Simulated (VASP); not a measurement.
GeSe:

```xyz
8
Lattice="10.8330 0.0000 0.0000 0.0000 3.8355 0.0000 0.0000 0.0000 4.3954" Properties=species:S:1:pos:R:3 pbc="T T T"
Ge    4.1056    2.8766    2.6869
Ge    1.3109    0.9589    0.4892
Ge    9.5221    2.8766    3.9062
Ge    6.7274    0.9589    1.7085
Se    1.5870    2.8766    2.1872
Se    3.8295    0.9589    4.3849
Se    7.0035    2.8766    0.0105
Se    9.2460    0.9589    2.2082
```

- Program: VASP 6.6.1
- Task: relaxation of cell and atoms
- Functional: PBE
- Potentials or basis: VASP PAW PBE potentials, release 64 (Ge_d, Se)
- Cutoff: 500 eV
- k mesh: 4 × 8 × 6
- Occupations: gaussian, width 0.02 eV
- Spin: no spin polarisation

At the start: pressure 2.6 GPa; volume 22.83 Å³/atom.

Task: How do energy, volume and symmetry change on relaxing?

Result: Over 28 steps the energy falls by 9.7 meV/atom and the volume is 24.46 Å³/atom (+7.1 %); space group Pnma (No. 62, to 0.1 Å) before and after.

The path:
| step | energy change (eV) | largest force (eV/Å) | pressure (GPa) | volume (Å³) |
| --- | --- | --- | --- | --- |
| 1 | 0.0000 | 0.1643 | 2.57 | 182.63 |
| 2 | -0.0493 | 0.2430 | -0.76 | 192.49 |
| 3 | -0.0579 | 0.1336 | 0.12 | 189.65 |
| 4 | -0.0622 | 0.1098 | 0.08 | 190.34 |
| 5 | -0.0693 | 0.0426 | 0.04 | 192.41 |
| 6 | -0.0697 | 0.0270 | 0.04 | 193.06 |
| 7 | -0.0731 | 0.0377 | -0.01 | 193.94 |
| 8 | -0.0747 | 0.0497 | -0.06 | 194.94 |
| 9 | -0.0763 | 0.0241 | 0.08 | 195.17 |
| 10 | -0.0763 | 0.0173 | 0.05 | 195.14 |
| 11 | -0.0765 | 0.0204 | -0.05 | 195.61 |
| 12 | -0.0765 | 0.0197 | -0.04 | 195.58 |
| 13 | -0.0766 | 0.0138 | -0.02 | 195.67 |
| 14 | -0.0767 | 0.0119 | -0.01 | 195.80 |
| 15 | -0.0768 | 0.0110 | 0.02 | 195.84 |
| 16 | -0.0768 | 0.0115 | 0.02 | 195.85 |
| 17 | -0.0769 | 0.0053 | -0.03 | 196.05 |
| 18 | -0.0769 | 0.0059 | -0.07 | 196.14 |
| 19 | -0.0769 | 0.0047 | -0.03 | 196.08 |
| 20 | -0.0769 | 0.0052 | -0.06 | 196.11 |
| 21 | -0.0769 | 0.0046 | -0.06 | 196.10 |
| 22 | -0.0770 | 0.0065 | -0.06 | 196.08 |
| 23 | -0.0771 | 0.0121 | -0.06 | 196.03 |
| 24 | -0.0772 | 0.0097 | 0.02 | 195.71 |
| 25 | -0.0772 | 0.0096 | 0.02 | 195.72 |
| 26 | -0.0772 | 0.0067 | 0.01 | 195.67 |
| 27 | -0.0773 | 0.0072 | 0.01 | 195.64 |
| 28 | -0.0773 | 0.0044 | -0.01 | 195.68 |

Final structure:
```yaml
crystal:
  lattice:
    - [11.16291, 0.00000, 0.00000]
    - [0.00000, 3.88398, 0.00000]
    - [0.00000, 0.00000, 4.51327]
  atoms:
    - { symbol: Ge, position: [0.37387, 0.75000, 0.61778] }
    - { symbol: Ge, position: [0.12613, 0.25000, 0.11778] }
    - { symbol: Ge, position: [0.87387, 0.75000, 0.88222] }
    - { symbol: Ge, position: [0.62613, 0.25000, 0.38222] }
    - { symbol: Se, position: [0.14702, 0.75000, 0.49985] }
    - { symbol: Se, position: [0.35298, 0.25000, 0.99985] }
    - { symbol: Se, position: [0.64702, 0.75000, 0.00015] }
    - { symbol: Se, position: [0.85298, 0.25000, 0.50015] }
```
